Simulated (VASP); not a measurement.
# Si3C (P4/mmm) in VASP: further runs

Si3C is run at these levels: PBE; tasks: single point.

Everything below comes from runs of VASP 6.6.1. Logs are shortened: lines on timing, memory, paths and dates and some standing lists are left out, and cuts for length are marked.

## (1) The cell of the first run

It takes space group P4/mmm (No. 123, tetragonal). Conventional cell: a = 2.652 Å, b = 2.652 Å, c = 7.082 Å, α = 90.00°, β = 90.00°, γ = 90.00°. Si (site symmetry 4mm) has 4 C at 2.22 Å and 9 Si at 2.39 to 3.00 Å within 3.1 Å. Within 3.6 Å of Si (site symmetry 4/mmm) lie 12 Si at 2.65 to 3.00 Å and 2 C at 3.54 Å. Within 2.9 Å of C (site symmetry 4/mmm) lie 8 Si at 2.22 Å and 4 C at 2.65 Å.

## (2) Single point, PBE

INCAR

```
ALGO     = Normal         # electronic algorithm
EDIFF    = 1E-6           # SCF threshold, eV
ENCUT    = 520            # plane-wave cutoff, eV
GGA      = PE             # functional
ISIF     = 2              # what is computed and relaxed
ISMEAR   = 0              # smearing method
LASPH    = True           # aspherical terms in the spheres
LCHARG   = False          # write CHGCAR
LREAL    = False          # projectors in reciprocal space
LWAVE    = False          # write WAVECAR
NBANDS   = 16             # bands
NELM     = 60             # most SCF steps
PREC     = Accurate       # precision mode
SIGMA    = 0.1            # smearing width, eV
```

KPOINTS

```
k-points
0
Gamma
  6 6 2
```

POSCAR

```
Si3C
1.0
    2.6517100144      0.0000000000      0.0000000000
    0.0000000000      2.6517100144      0.0000000000
    0.0000000000      0.0000000000      7.0824831493
Si C
3 1
Direct
    0.5000000000      0.5000000000      0.1687044297
    0.0000000000      0.0000000000      0.5000000000
    0.5000000000      0.5000000000      0.8312955703
    0.0000000000      0.0000000000      0.0000000000
```

Potentials or basis: VASP PAW PBE potentials, release 64 (Si, C).

The run is started by

```console
$ cat potpaw_PBE.64/Si/POTCAR potpaw_PBE.64/C/POTCAR > POTCAR
$ mpirun -np 1 vasp_std > vasp.out
```

OUTCAR:

```text
EDIFF = 1E-6
   ENCUT = 520
   GGA = PE
   ISIF = 2
   ISMEAR = 0
   LASPH = True
   LREAL = False
   NELM = 60
   PREC = Accurate

 ion  position               nearest neighbor table
   1  0.500  0.500  0.169-   4 2.22   4 2.22   4 2.22   4 2.22   3 2.39   2 3.00   2 3.00   2 3.00
                             2 3.00
   2  0.000  0.000  0.500-   1 3.00   3 3.00   1 3.00   3 3.00   1 3.00   3 3.00   1 3.00   3 3.00

   3  0.500  0.500  0.831-   4 2.22   4 2.22   4 2.22   4 2.22   1 2.39   2 3.00   2 3.00   2 3.00
                             2 3.00
   4  0.000  0.000  0.000-   1 2.22   3 2.22   1 2.22   3 2.22   1 2.22   3 2.22   1 2.22   3 2.22

  LATTYP: Found a simple tetragonal cell.
 ALAT       =     2.6517100144
 C/A-ratio  =     2.6709116422

  Lattice vectors:

 A1 = (   2.6517100144,   0.0000000000,   0.0000000000)
 A2 = (   0.0000000000,   2.6517100144,   0.0000000000)
 A3 = (   0.0000000000,   0.0000000000,   7.0824831493)

Analysis of symmetry for initial positions (statically):
=====================================================================
 Subroutine PRICEL returns:
 Original cell was already a primitive cell.

 Routine SETGRP: Setting up the symmetry group for a
 simple tetragonal supercell.

 Subroutine GETGRP returns: Found 16 space group operations
 (whereof 16 operations were pure point group operations)
 out of a pool of 16 trial point group operations.

The static configuration has the point symmetry D_4h.

Analysis of symmetry for dynamics (positions and initial velocities):
=====================================================================
 Subroutine PRICEL returns:
 Original cell was already a primitive cell.

 Routine SETGRP: Setting up the symmetry group for a
 simple tetragonal supercell.

 Subroutine GETGRP returns: Found 16 space group operations
 (whereof 16 operations were pure point group operations)
 out of a pool of 16 trial point group operations.

The dynamic configuration has the point symmetry D_4h.

 Subroutine INISYM returns: Found 16 space group operations
 (whereof 16 operations are pure point group operations),
 and found     1 'primitive' translations

----------------------------------------------------------------------------------------

                                     Primitive cell

  volume of cell :      49.8009

  direct lattice vectors                    reciprocal lattice vectors
     2.651710014  0.000000000  0.000000000     0.377115143  0.000000000  0.000000000
     0.000000000  2.651710014  0.000000000     0.000000000  0.377115143  0.000000000
     0.000000000  0.000000000  7.082483149     0.000000000  0.000000000  0.141193417

  length of vectors
     2.651710014  2.651710014  7.082483149     0.377115143  0.377115143  0.141193417

  position of ions in fractional coordinates (direct lattice)
     0.500000000  0.500000000  0.168704430
     0.000000000  0.000000000  0.500000000
     0.500000000  0.500000000  0.831295570
     0.000000000  0.000000000  0.000000000

  ion indices of the primitive-cell ions
   primitive index   ion index
                 1           1
                 2           2
                 3           3
                 4           4

----------------------------------------------------------------------------------------

 KPOINTS: k-points

Automatic generation of k-mesh.
 Grid dimensions read from file:
 generate k-points for:    6    6    2

 Generating k-lattice:

  Cartesian coordinates                     Fractional coordinates (reciprocal lattice)
     0.062852524  0.000000000  0.000000000     0.166666667  0.000000000  0.000000000
     0.000000000  0.062852524  0.000000000     0.000000000  0.166666667  0.000000000
     0.000000000  0.000000000  0.070596709     0.000000000  0.000000000  0.500000000

  Length of vectors
     0.062852524  0.062852524  0.070596709

  Shift w.r.t. Gamma in fractional coordinates (k-lattice)
     0.000000000  0.000000000  0.000000000

 Subroutine IBZKPT returns following result:
 ===========================================

 Found     20 irreducible k-points:

 Following reciprocal coordinates:
            Coordinates               Weight
  0.000000  0.000000  0.000000      1.000000
  0.166667  0.000000  0.000000      4.000000
  0.333333  0.000000  0.000000      4.000000
  0.500000  0.000000  0.000000      2.000000
  0.166667  0.166667  0.000000      4.000000
  0.333333  0.166667  0.000000      8.000000
[... 12 lines left out ...]
  0.500000  0.333333  0.500000      4.000000
  0.500000  0.500000  0.500000      1.000000
   k-points           NKPTS =     20   k-points in BZ     NKDIM =     20   number of bands    NBANDS=     16
   number of dos      NEDOS =    301   number of ions     NIONS =      4
   total plane-waves  NPLWV =  21600
   dimension x,y,z NGX =    20 NGY =   20 NGZ =   54
   dimension x,y,z NGXF=    40 NGYF=   40 NGZF=  108
   ions per type =               3   1
   NGX,Y,Z   is equivalent  to a cutoff of  12.54, 12.54, 12.68 a.u.
   NGXF,Y,Z  is equivalent  to a cutoff of  25.08, 25.08, 25.35 a.u.
 SYSTEM =  unknown system
   PREC   = accura    normal or accurate (medium, high low for compatibility)
   ISTART =      0    job   : 0-new  1-cont  2-samecut
   ICHARG =      2    charge: 1-file 2-atom 10-const
   ISPIN  =      1    spin polarized calculation?
   LNONCOLLINEAR =      F non collinear calculations
   LSORBIT =      F    spin-orbit coupling
   LASPH  =      T    aspherical Exc in radial PAW
   ENCUT  =  520.0 eV  38.22 Ry    6.18 a.u.   4.93  4.93 13.17*2*pi/ulx,y,z
   NELM   =     60;   NELMIN=  2; NELMDL= -5     # of ELM steps
   EDIFF  = 0.1E-05   stopping-criterion for ELM
   LREAL  =      F    real-space projection
   EDIFFG = 0.1E-04   stopping-criterion for IOM
   NSW    =      0    number of steps for IOM
   IBRION =     -1    ionic relax: 0-MD 1-quasi-New 2-CG
   NFREE  =      0    steps in history (QN), initial steepest desc. (CG)
   ISIF   =      2    stress and relaxation
   ISYM   =      2    0-nonsym 1-usesym 2-fastsym
   POTIM  = 0.5000    time-step for ionic-motion
   TEBEG  =    0.0;   TEEND  =   0.0 temperature during run
   PSTRESS=    0.0 pullay stress
   NELECT =      16.0000    total number of electrons
   NUPDOWN=      -1.0000    fix difference up-down
   EMIN   =  10.00;   EMAX   =-10.00  energy-range for DOS
   EFERMI =   0.00;   METHOD = LEGACY
   ISMEAR =     0;   SIGMA  =   0.10  broadening in eV -4-tet -1-fermi 0-gaus
   EFERMI_NEDOS =   21; number of points for ismear=-14 and -15
   IALGO  =     38    algorithm
   IMIX   =      4    mixing-type and parameters
     AMIX     =   0.40;   BMIX     =  1.00
     AMIX_MAG =   1.60;   BMIX_MAG =  1.00
  volume/ion in A,a.u.               =      12.45        84.02
  Fermi-wavevector in a.u.,A,eV,Ry     =   1.121250  2.118854 17.105253  1.257201
  Thomas-Fermi vector in A             =   2.257902
   LORBIT       =      0    0 simple, 1 ext, 2 COOP (PROOUT), +10 PAW based schemes
   GGA     = PE    functional components
   LHFCALC =     F    Hartree Fock is set to
   AEXX    =    0.0000 exact exchange contribution
   IVDW    =     0    specifies the selected vdW correction
   LEPSILON=     F    determine dielectric tensor
   LRPA    =     F    only Hartree local field effects (RPA)
 non-spin polarized calculation
 Gauss-broadening in eV      SIGMA  =   0.10
  energy-cutoff  :      520.00
  volume of cell :       49.80
 maximum number of plane-waves:      1364
 NGX is ok and might be reduce to    20
   NGX =  9   NGY =  9   NGZ = 27

 number of electron      16.0000000 magnetization

 Free energy of the ion-electron system (eV)
  ---------------------------------------------------
  ext. energy  EPLUGINS =         0.00000000
  ---------------------------------------------------
  free energy    TOTEN  =       -21.08847042 eV

  energy without entropy =      -21.08045617  energy(sigma->0) =      -21.08446329

 E-fermi :   9.8769     XC(G=0): -11.3884

 val. band max:        9.7948705969   @ k =   0.3333   0.1667   0.5000
 cond. band min:       9.9420972651   @ k =   0.5000   0.1667   0.0000
 fundamental gap:      0.1472266682
 Fermi energy:         9.8768518340

 k-point     1 :       0.0000    0.0000    0.0000
  band No.  band energies     occupation
      1      -7.0762      2.00000
      2      -1.9475      2.00000
      3      -1.8492      2.00000
      4       5.7238      2.00000
      5       5.9988      2.00000
      6       8.7534      2.00000
[... 8 lines left out ...]
     15      17.8852      0.00000
     16      17.9330      0.00000

 k-point     2 :       0.1667    0.0000    0.0000
  band No.  band energies     occupation
      1      -6.5503      2.00000
      2      -1.3903      2.00000
      3      -1.2880      2.00000
      4       5.4247      2.00000
      5       6.1902      2.00000
      6       6.6115      2.00000
[... 8 lines left out ...]
     15      18.4292      0.00000
     16      19.0013      0.00000

 k-point     3 :       0.3333    0.0000    0.0000
  band No.  band energies     occupation
      1      -4.9950      2.00000
      2       0.2396      2.00000
      3       0.3759      2.00000
      4       1.2897      2.00000
      5       6.4862      2.00000
      6       6.7804      2.00000
[... 8 lines left out ...]
     15      18.9551      0.00000
     16      19.3526      0.00000

 k-point     4 :       0.5000    0.0000    0.0000
  band No.  band energies     occupation
      1      -2.9393      2.00000
      2      -1.7462      2.00000
      3       2.5971      2.00000
      4       2.7385      2.00000
      5       3.5180      2.00000
      6       3.5422      2.00000
[... 8 lines left out ...]
     15      19.1823      0.00000
     16      19.8815      0.00000
[... 248 lines left out ...]
 k-point    18 :       0.3333    0.3333    0.5000
  band No.  band energies     occupation
      1      -2.9427      2.00000
      2       1.3913      2.00000
      3       3.1022      2.00000
      4       3.2722      2.00000
      5       4.8638      2.00000
      6       6.3358      2.00000
[... 8 lines left out ...]
     15      16.1686      0.00000
     16      16.3716      0.00000

 k-point    19 :       0.5000    0.3333    0.5000
  band No.  band energies     occupation
      1      -1.0563      2.00000
      2       0.4259      2.00000
      3       3.8158      2.00000
      4       4.4973      2.00000
      5       4.7201      2.00000
      6       6.6163      2.00000
[... 8 lines left out ...]
     15      14.9509      0.00000
     16      16.0972      0.00000

 k-point    20 :       0.5000    0.5000    0.5000
  band No.  band energies     occupation
      1       0.5964      2.00000
      2       2.2712      2.00000
      3       2.2712      2.00000
      4       4.4143      2.00000
      5       6.3569      2.00000
      6       6.5688      2.00000
[... 8 lines left out ...]
     15      11.9096      0.00000
     16      13.8168      0.00000

------------------------ aborting loop because EDIFF is reached ----------------------------------------

  FORCE on cell =-STRESS in cart. coord.  units (eV):
  Direction    XX          YY          ZZ          XY          YZ          ZX
  --------------------------------------------------------------------------------------
  -------------------------------------------------------------------------------------
  Total       -0.0113861     -0.0113861     -0.0715079      0.0000000     -0.0000000      0.0000000
  in kB       -0.3663091     -0.3663091     -2.3005267      0.0000000     -0.0000000      0.0000000
  external PRESSURE =      -1.0110483 kB  Pullay stress =       0.0000000 kB

 VOLUME and BASIS-vectors are now :
 -----------------------------------------------------------------------------
  energy-cutoff  :      520.00
  volume of cell :       49.80
      direct lattice vectors                 reciprocal lattice vectors
     2.651710014  0.000000000  0.000000000     0.377115143  0.000000000  0.000000000
     0.000000000  2.651710014  0.000000000     0.000000000  0.377115143  0.000000000
     0.000000000  0.000000000  7.082483149     0.000000000  0.000000000  0.141193417

 POSITION                                       TOTAL-FORCE (eV/Angst)
 -----------------------------------------------------------------------------------
      1.32586      1.32586      1.19485         0.000000      0.000000     -0.017828
      0.00000      0.00000      3.54124         0.000000     -0.000000      0.000000
      1.32586      1.32586      5.88764        -0.000000      0.000000      0.017828
      0.00000      0.00000      0.00000         0.000000     -0.000000      0.000000
 -----------------------------------------------------------------------------------
    total drift:                                0.000000      0.000000      0.000000

  FREE ENERGIE OF THE ION-ELECTRON SYSTEM (eV)
  ---------------------------------------------------
  free  energy   TOTEN  =       -21.0884704216 eV

  energy  without entropy=      -21.0804561674  energy(sigma->0) =      -21.08446329
```

Wall time 16 s (1 thread of Intel Xeon 8259CL, shared host); peak memory 0.15 GiB.

What came out:

- Free energy: -21.0885 eV
- Pressure: -0.1 GPa
- Largest force: 0.018 eV/Å
- Band gap on the k mesh: zero (bands 8 and 9 overlap by 4.69 eV)

Forces on the atoms (eV/Å):
```
Si   0.000  0.000 -0.018
Si   0.000  0.000  0.000
Si   0.000  0.000  0.018
C    0.000  0.000  0.000
```

Caveat: the k points lie up to 0.44 Å⁻¹ apart, too coarse for converged energies and pressures of a metal.

## (3) Single point, PBE

This run uses another cell than the first one, of 14.60 Å³/atom.

INCAR

```
ALGO = Normal
EDIFF = 1E-7
ENCUT = 520
GGA = PE
ISIF = 2
ISMEAR = 0
LASPH = T
LCHARG = F
LREAL = F
LWAVE = F
NBANDS = 16
NELM = 80
PREC = Accurate
SIGMA = 0.1
```

KPOINTS is that of step 2.

POSCAR

```
Si3C
1.0
    2.7434356100      0.0000000000      0.0000000000
    0.0000000000      2.7434356100      0.0000000000
    0.0000000000      0.0000000000      7.7596076900
Si C
3 1
Direct
    0.5000000000      0.5000000000      0.2500000000
    0.0000000000      0.0000000000      0.5000000000
    0.5000000000      0.5000000000      0.7500000000
    0.0000000000      0.0000000000      0.0000000000
```

Potentials or basis: VASP PAW PBE potentials, release 64 (Si, C).

The run is started by

```console
$ cat potpaw_PBE.64/Si/POTCAR potpaw_PBE.64/C/POTCAR > POTCAR
$ mpirun -np 1 vasp_std > vasp.out
```

Run time: 17 s. Hardware: 1 thread of Intel Xeon 8259CL, shared host; peak memory 0.16 GiB.

Results (log left out):

```yaml
Free_energy: -18.9629 eV
Pressure: -10.6 GPa
Largest_force: 1.034 eV/Å
Band_gap_on_the_k_mesh: zero (bands 8 and 9 overlap by 5.73 eV)
```

Forces in eV/Å, atoms in the order of the input:
```
Si   0.000  0.000 -1.034
Si   0.000  0.000  0.000
Si   0.000  0.000  1.034
C    0.000  0.000  0.000
```

Stress tensor (GPa, compression positive):
```
 -6.99   0.00   0.00
  0.00  -6.99   0.00
  0.00   0.00 -17.92
```

Levels at points of the mesh, in eV from the Fermi level:
```tsv
k point	band 6	band 7	band 8	band 9	band 10	band 11
(0.00, 0.00, 0.00)	1.66	1.66	3.39	4.16	4.16	4.23
(0.50, 0.00, 0.00)	-5.66	-0.98	-0.58	0.05	0.50	2.66
(0.50, 0.50, 0.00)	-2.53	-2.53	-2.36	-2.35	-2.35	-1.42
(0.00, 0.00, 0.50)	-0.13	1.68	1.68	3.93	3.93	5.24
(0.50, 0.00, 0.50)	-3.64	-3.60	-3.28	2.59	2.66	3.74
(0.50, 0.50, 0.50)	-3.75	-3.75	-2.78	-0.42	-0.42	-0.25
```

Caveat: the k points lie up to 0.40 Å⁻¹ apart, too coarse for converged energies and pressures of a metal; forces of over 1 eV/Å act on the atoms, so gaps and moduli don't describe the material at rest.

[end of part 1 of 2]

The gap in the log of VASP goes by the Fermi energy; the results here count the filled bands.